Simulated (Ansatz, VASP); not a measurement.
One calculation of Mg, two programs

File INCAR:

```
PREC = Accurate
ENCUT = 600
EDIFF = 1E-6
ISMEAR = 0
SIGMA = 0.1
LREAL = False
LASPH = True
NELM = 60
ALGO = Fast
ISIF = 3
LWAVE = False
LCHARG = False
GGA = PE
IBRION = 2
NSW = 100
EDIFFG = -0.01
```

Contents of KPOINTS:

```
regular mesh
0
Gamma
  21 21 10
```

Contents of POSCAR:

```
Mg
1.0
    3.1643384276      0.0000000000      0.0000000000
   -1.5821692138      2.7403974645      0.0000000000
    0.0000000000      0.0000000000      5.3096401599
Mg
2
Direct
    0.6666666667      0.3333333333      0.7500000000
    0.3333333333      0.6666666667      0.2500000000
```

Input for Ansatz:

```yaml
crystal:
  lattice:
    - [3.1643384276, 0.0, 0.0]
    - [-1.5821692138, 2.7403974645, 0.0]
    - [0.0, 0.0, 5.3096401599]
  atoms:
    - { symbol: Mg, position: [0.6666666667, 0.3333333333, 0.75] }
    - { symbol: Mg, position: [0.3333333333, 0.6666666667, 0.25] }
basis:
  ecutwfc: 420
kpoints:
  mp_grid: { grid: [21, 21, 10] }
hamiltonian:
  xc: pbe
scf:
  occupations: { method: gaussian, width: 0.1 }
output:
  forces: true
  stress: true
  eigenvalues: true
relax:
  adjacent_minimum: "off"
  f_tol: 0.01
  max_steps: 80
  cell: { stress_tol: 0.05 }
```

Alike in both runs: task relaxation of cell and atoms; functional PBE; k mesh 21 × 21 × 10; occupations gaussian, width 0.1 eV; no spin polarisation.

```csv
,VASP,Ansatz
version,VASP 6.6.1,Ansatz 0.2.0
potentials or method,"VASP PAW PBE potentials, release 64 (Mg), cutoff 600 eV","scalar-relativistic, plane waves, PAW"
valence electrons in the cell,4,20
```

Ansatz gave:

```
gap on the k mesh at the Fermi level, each at its own relaxed structure (eV) : none
relaxed volume (Å³/atom)                                                     : 22.97
relaxed cell length with the largest relative difference (Å)                 : 3.197
```

What did VASP give for the same quantities?

gap on the k mesh at the Fermi level, each at its own relaxed structure (eV): none; relaxed volume (Å³/atom): 22.87; relaxed cell length with the largest relative difference (Å): 3.192.

A gap of «none» marks a metal or a gap that the smearing closes. VASP's potentials hold 4 valence electrons a cell and Ansatz's 20, so a difference there can come from the potentials and not from the codes.
